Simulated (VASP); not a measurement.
# La2O3 (P1) in VASP: single point with PBE

Aim: the single point of La2O3 with PBE.

Program: VASP 6.6.1. These are calculated values, not measurements. Logs are shortened: lines on timing, memory, paths and dates and some standing lists are left out, and cuts for length are marked.

## (1) The cell of the first run

The typed cell holds 5 atoms: a = 6.370 Å, b = 6.370 Å, c = 3.290 Å, α = 90.00°, β = 90.00°, γ = 120.00°.

## (2) Single point, PBE (atoms moved at random)

INCAR

```
PREC = Accurate ; ENCUT = 520
EDIFF = 1E-6 ; ISMEAR = -1
SIGMA = 0.05 ; LREAL = F
LASPH = T ; NELM = 80
ALGO = Normal ; ISIF = 2
LWAVE = F ; LCHARG = F
GGA = PE ; NBANDS = 28
```

KPOINTS

```
regular mesh
0
Gamma
  5 5 8
```

POSCAR

```
La2O3
1.0
    6.3702727145      0.0000000000      0.0000000000
   -3.1851363572      5.5168179998      0.0000000000
    0.0000000000      0.0000000000      3.2898942108
La O
2 3
Direct
    0.6631620000      0.3187910000      0.5085620000
    0.3356230000      0.6741470000      0.4968110000
    0.4984920000     -0.0050260000      0.0118160000
   -0.0036830000      0.5047740000     -0.0053610000
    0.4962820000      0.4996890000     -0.0035430000
```

Potentials or basis: VASP PAW PBE potentials, release 64 (La, O).

Launch:

```sh
$ cat potpaw_PBE.64/La/POTCAR potpaw_PBE.64/O/POTCAR > POTCAR
$ mpirun -np 1 vasp_std > vasp.out
```

OUTCAR:

```text
PREC = Accurate
   ENCUT = 520
   EDIFF = 1E-6
   ISMEAR = -1
   LREAL = F
   LASPH = T
   NELM = 80
   ISIF = 2
   GGA = PE

 ion  position               nearest neighbor table
   1  0.663  0.319  0.509-   3 2.42   3 2.44   4 2.44   4 2.50   5 2.50   5 2.55   2 3.56
   2  0.336  0.674  0.497-   3 2.38   3 2.45   5 2.47   5 2.48   4 2.49   4 2.50   1 3.56
   3  0.498  0.995  0.012-   2 2.38   1 2.42   1 2.44   2 2.45
   4  0.996  0.505  0.995-   1 2.44   2 2.49   2 2.50   1 2.50
   5  0.496  0.500  0.996-   2 2.47   2 2.48   1 2.50   1 2.55

  LATTYP: Found a hexagonal cell.
 ALAT       =     6.3702727145
 C/A-ratio  =     0.5164447989

  Lattice vectors:

 A1 = (   6.3702727145,   0.0000000000,   0.0000000000)
 A2 = (  -3.1851363572,   5.5168179998,   0.0000000000)
 A3 = (   0.0000000000,   0.0000000000,   3.2898942108)

Analysis of symmetry for initial positions (statically):
=====================================================================
 Subroutine PRICEL returns:
 Original cell was already a primitive cell.

 Routine SETGRP: Setting up the symmetry group for a
 hexagonal supercell.

 Subroutine GETGRP returns: Found  1 space group operations
 (whereof  1 operations were pure point group operations)
 out of a pool of 24 trial point group operations.

The static configuration has the point symmetry C_1 .

Analysis of symmetry for dynamics (positions and initial velocities):
=====================================================================
 Subroutine PRICEL returns:
 Original cell was already a primitive cell.

 Routine SETGRP: Setting up the symmetry group for a
 hexagonal supercell.

 Subroutine GETGRP returns: Found  1 space group operations
 (whereof  1 operations were pure point group operations)
 out of a pool of 24 trial point group operations.

The dynamic configuration has the point symmetry C_1 .

 Subroutine INISYM returns: Found  1 space group operations
 (whereof  1 operations are pure point group operations),
 and found     1 'primitive' translations

----------------------------------------------------------------------------------------

                                     Primitive cell

  volume of cell :     115.6188

  direct lattice vectors                    reciprocal lattice vectors
     6.370272715  0.000000000  0.000000000     0.156979151  0.090631955  0.000000000
    -3.185136357  5.516818000  0.000000000     0.000000000  0.181263910  0.000000000
     0.000000000  0.000000000  3.289894211     0.000000000  0.000000000  0.303961142

  length of vectors
     6.370272715  6.370272714  3.289894211     0.181263910  0.181263910  0.303961142

  position of ions in fractional coordinates (direct lattice)
     0.663162000  0.318791000  0.508562000
     0.335623000  0.674147000  0.496811000
     0.498492000  0.994974000  0.011816000
     0.996317000  0.504774000  0.994639000
     0.496282000  0.499689000  0.996457000

  ion indices of the primitive-cell ions
   primitive index   ion index
                 1           1
                 2           2
                 3           3
                 4           4
                 5           5

----------------------------------------------------------------------------------------

 KPOINTS: regular mesh

Automatic generation of k-mesh.
 Grid dimensions read from file:
 generate k-points for:    5    5    8

 Generating k-lattice:

  Cartesian coordinates                     Fractional coordinates (reciprocal lattice)
     0.031395830  0.018126391  0.000000000     0.200000000  0.000000000  0.000000000
     0.000000000  0.036252782  0.000000000     0.000000000  0.200000000  0.000000000
     0.000000000  0.000000000  0.037995143     0.000000000  0.000000000  0.125000000

  Length of vectors
     0.036252782  0.036252782  0.037995143

  Shift w.r.t. Gamma in fractional coordinates (k-lattice)
     0.000000000  0.000000000  0.000000000

 Subroutine IBZKPT returns following result:
 ===========================================

 Found    101 irreducible k-points:

 Following reciprocal coordinates:
            Coordinates               Weight
  0.000000  0.000000  0.000000      1.000000
  0.200000  0.000000  0.000000      2.000000
  0.000000  0.200000  0.000000      2.000000
 -0.200000  0.200000  0.000000      2.000000
  0.400000  0.000000  0.000000      2.000000
  0.000000  0.400000  0.000000      2.000000
[... 16 lines left out ...]
 -0.400000  0.400000  0.125000      2.000000
 -0.400000  0.000000  0.125000      2.000000
 [... further k-points ...]
   k-points           NKPTS =    101   k-points in BZ     NKDIM =    101   number of bands    NBANDS=     28
   number of dos      NEDOS =    301   number of ions     NIONS =      5
   total plane-waves  NPLWV =  55296
   dimension x,y,z NGX =    48 NGY =   48 NGZ =   24
   dimension x,y,z NGXF=    96 NGYF=   96 NGZF=   48
   ions per type =               2   3
   NGX,Y,Z   is equivalent  to a cutoff of  12.53, 12.53, 12.13 a.u.
   NGXF,Y,Z  is equivalent  to a cutoff of  25.05, 25.05, 24.26 a.u.
 SYSTEM =  unknown system
   PREC   = accura    normal or accurate (medium, high low for compatibility)
   ISTART =      0    job   : 0-new  1-cont  2-samecut
   ICHARG =      2    charge: 1-file 2-atom 10-const
   ISPIN  =      1    spin polarized calculation?
   LNONCOLLINEAR =      F non collinear calculations
   LSORBIT =      F    spin-orbit coupling
   LASPH  =      T    aspherical Exc in radial PAW
   ENCUT  =  520.0 eV  38.22 Ry    6.18 a.u.  11.84 11.84  6.12*2*pi/ulx,y,z
   NELM   =     80;   NELMIN=  2; NELMDL= -5     # of ELM steps
   EDIFF  = 0.1E-05   stopping-criterion for ELM
   LREAL  =      F    real-space projection
   EDIFFG = 0.1E-04   stopping-criterion for IOM
   NSW    =      0    number of steps for IOM
   IBRION =     -1    ionic relax: 0-MD 1-quasi-New 2-CG
   NFREE  =      0    steps in history (QN), initial steepest desc. (CG)
   ISIF   =      2    stress and relaxation
   ISYM   =      2    0-nonsym 1-usesym 2-fastsym
   POTIM  = 0.5000    time-step for ionic-motion
   TEBEG  =    0.0;   TEEND  =   0.0 temperature during run
   PSTRESS=    0.0 pullay stress
   NELECT =      40.0000    total number of electrons
   NUPDOWN=      -1.0000    fix difference up-down
   EMIN   =  10.00;   EMAX   =-10.00  energy-range for DOS
   EFERMI =   0.00;   METHOD = LEGACY
   ISMEAR =    -1;   SIGMA  =   0.05  broadening in eV -4-tet -1-fermi 0-gaus
   EFERMI_NEDOS =   21; number of points for ismear=-14 and -15
   IALGO  =     38    algorithm
   IMIX   =      4    mixing-type and parameters
     AMIX     =   0.40;   BMIX     =  1.00
     AMIX_MAG =   1.60;   BMIX_MAG =  1.00
  volume/ion in A,a.u.               =      23.12       156.05
  Fermi-wavevector in a.u.,A,eV,Ry     =   1.149261  2.171788 17.970583  1.320801
  Thomas-Fermi vector in A             =   2.285931
   LORBIT       =      0    0 simple, 1 ext, 2 COOP (PROOUT), +10 PAW based schemes
   GGA     = PE    functional components
   LHFCALC =     F    Hartree Fock is set to
   AEXX    =    0.0000 exact exchange contribution
   IVDW    =     0    specifies the selected vdW correction
   LEPSILON=     F    determine dielectric tensor
   LRPA    =     F    only Hartree local field effects (RPA)
 non-spin polarized calculation
  energy-cutoff  :      520.00
  volume of cell :      115.62
 maximum number of plane-waves:      3140
   NGX = 23   NGY = 23   NGZ = 13

 number of electron      40.0000002 magnetization

 Free energy of the ion-electron system (eV)
  ---------------------------------------------------
  ext. energy  EPLUGINS =         0.00000000
  ---------------------------------------------------
  free energy    TOTEN  =       -40.68600434 eV

  energy without entropy =      -40.68600434  energy(sigma->0) =      -40.68600434

 E-fermi :   3.9158     XC(G=0):  -8.2051

 val. band max:        3.0969827230   @ k =   0.0000   0.0000   0.5000
 cond. band min:       4.7285972878   @ k =   0.0000   0.0000   0.0000
 fundamental gap:      1.6316145648
 Fermi energy:         3.9158393865

 k-point     1 :       0.0000    0.0000    0.0000
  band No.  band energies     occupation
      1     -27.4874      2.00000
      2     -27.2634      2.00000
      3     -14.5788      2.00000
      4     -13.9813      2.00000
      5     -12.6266      2.00000
      6     -11.0492      2.00000
[... 20 lines left out ...]
     27       7.8440      0.00000
     28       7.8496      0.00000

 k-point     2 :       0.2000    0.0000    0.0000
  band No.  band energies     occupation
      1     -27.4749      2.00000
      2     -27.2768      2.00000
      3     -14.5429      2.00000
      4     -13.9368      2.00000
      5     -12.8400      2.00000
      6     -10.9956      2.00000
[... 20 lines left out ...]
     27       7.8420      0.00000
     28       7.8586      0.00000

 k-point     3 :       0.0000    0.2000    0.0000
  band No.  band energies     occupation
      1     -27.4719      2.00000
      2     -27.2800      2.00000
      3     -14.5009      2.00000
      4     -13.9898      2.00000
      5     -12.8370      2.00000
      6     -11.0167      2.00000
[... 20 lines left out ...]
     27       7.8473      0.00000
     28       7.8675      0.00000

 k-point     4 :      -0.2000    0.2000    0.0000
  band No.  band energies     occupation
      1     -27.4764      2.00000
      2     -27.2753      2.00000
      3     -14.5646      2.00000
      4     -13.9067      2.00000
      5     -12.8454      2.00000
      6     -10.9787      2.00000
[... 20 lines left out ...]
     27       7.8411      0.00000
     28       7.8599      0.00000

 k-point     5 :       0.4000    0.0000    0.0000
  band No.  band energies     occupation
      1     -27.4500      2.00000
      2     -27.3032      2.00000
      3     -14.4881      2.00000
      4     -13.7978      2.00000
      5     -13.2000      2.00000
      6     -10.9570      2.00000
[... 20 lines left out ...]
     27       7.8624      0.00000
     28       7.8819      0.00000

 k-point     6 :       0.0000    0.4000    0.0000
  band No.  band energies     occupation
      1     -27.4387      2.00000
      2     -27.3151      2.00000
      3     -14.3394      2.00000
      4     -14.0065      2.00000
      5     -13.1586      2.00000
      6     -10.9628      2.00000
[... 463 lines left out ...]
      5     -13.3187      2.00000
      6     -10.9028      2.00000
[... 20 lines left out ...]
     27       7.8105      0.00000
     28       7.8484      0.00000

 k-point    22 :       0.0000    0.4000    0.1250
  band No.  band energies     occupation
      1     -27.3953      2.00000
      2     -27.2721      2.00000
      3     -14.2907      2.00000
      4     -13.8859      2.00000
      5     -13.2667      2.00000
      6     -10.9089      2.00000
[... 20 lines left out ...]
     27       7.8063      0.00000
     28       7.8570      0.00000

 k-point    23 :      -0.4000    0.4000    0.1250
  band No.  band energies     occupation
      1     -27.4107      2.00000
      2     -27.2559      2.00000
      3     -14.4345      2.00000
      4     -13.6323      2.00000
      5     -13.3740      2.00000
      6     -10.8930      2.00000
[... 20 lines left out ...]
     27       7.7924      0.00000
     28       7.8389      0.00000

 k-point    24 :      -0.4000    0.0000    0.1250
  band No.  band energies     occupation
      1     -27.4060      2.00000
      2     -27.2609      2.00000
      3     -14.3899      2.00000
      4     -13.7332      2.00000
      5     -13.3194      2.00000
      6     -10.9075      2.00000
[... 20 lines left out ...]
     27       7.8091      0.00000
     28       7.8358      0.00000

 [... further k-points ...]

------------------------ aborting loop because EDIFF is reached ----------------------------------------

  FORCE on cell =-STRESS in cart. coord.  units (eV):
  Direction    XX          YY          ZZ          XY          YZ          ZX
  --------------------------------------------------------------------------------------
  -------------------------------------------------------------------------------------
  Total       -1.6328735      1.5251790     -0.0524737      0.4383230     -0.0666013      0.0293315
  in kB      -22.6273928     21.1350261     -0.7271500      6.0740205     -0.9229208      0.4064583
  external PRESSURE =      -0.7398389 kB  Pullay stress =       0.0000000 kB

 VOLUME and BASIS-vectors are now :
 -----------------------------------------------------------------------------
  energy-cutoff  :      520.00
  volume of cell :      115.62
      direct lattice vectors                 reciprocal lattice vectors
     6.370272715  0.000000000  0.000000000     0.156979151  0.090631955  0.000000000
    -3.185136357  5.516818000  0.000000000     0.000000000  0.181263910  0.000000000
     0.000000000  0.000000000  3.289894211     0.000000000  0.000000000  0.303961142

 POSITION                                       TOTAL-FORCE (eV/Angst)
 -----------------------------------------------------------------------------------
      3.20913      1.75871      1.67312        -0.385331      1.332221     -0.012371
     -0.00924      3.71915      1.63446         0.182375     -1.184179      0.064830
      0.00640      5.48909      0.03887         0.045420      0.224605     -0.134791
      4.73904      2.78475      3.27226         0.053759     -0.215511      0.057725
      1.56987      2.75669      3.27824         0.103777     -0.157135      0.024607
 -----------------------------------------------------------------------------------
    total drift:                                0.000138     -0.000038     -0.000063

  FREE ENERGIE OF THE ION-ELECTRON SYSTEM (eV)
  ---------------------------------------------------
  free  energy   TOTEN  =       -40.6860043408 eV

  energy  without entropy=      -40.6860043392  energy(sigma->0) =      -40.68600434
```

It took 5.1 min on 1 thread of Intel Xeon Platinum 8259CL at 2.50GHz (Skylake/Cascade Lake), shared host; peak memory 0.45 GiB.

Results:

```yaml
Free_energy: -40.6860 eV
Pressure: -0.1 GPa
Largest_force: 1.387 eV/Å
Band_gap_on_the_k_mesh: 1.63 eV, indirect (least direct gap 2.03 eV)
```

Forces on the atoms (eV/Å):
```
La  -0.385  1.332 -0.012
La   0.182 -1.184  0.065
O    0.045  0.225 -0.135
O    0.054 -0.216  0.058
O    0.104 -0.157  0.025
```

Levels at points of the mesh, in eV from the valence-band top:
```
           k point  band 16  band 17  band 18  band 19  band 20  band 21  band 22  band 23  band 24  band 25
(0.00, 0.00, 0.00)    -1.70    -1.03    -0.84    -0.57    -0.40     1.63     3.45     3.98     4.03     4.69
(0.00, 0.00, 0.50)    -1.41    -1.20    -1.02    -0.18     0.00     4.23     4.24     4.31     4.39     4.44
```

Caveat: the cell differs from its parent crystal (atoms moved at random); spin-orbit coupling is left out, which moves the levels of the heavy elements; forces of over 1 eV/Å act on the atoms, so gaps and moduli don't describe the material at rest. A k mesh can miss the band edges.
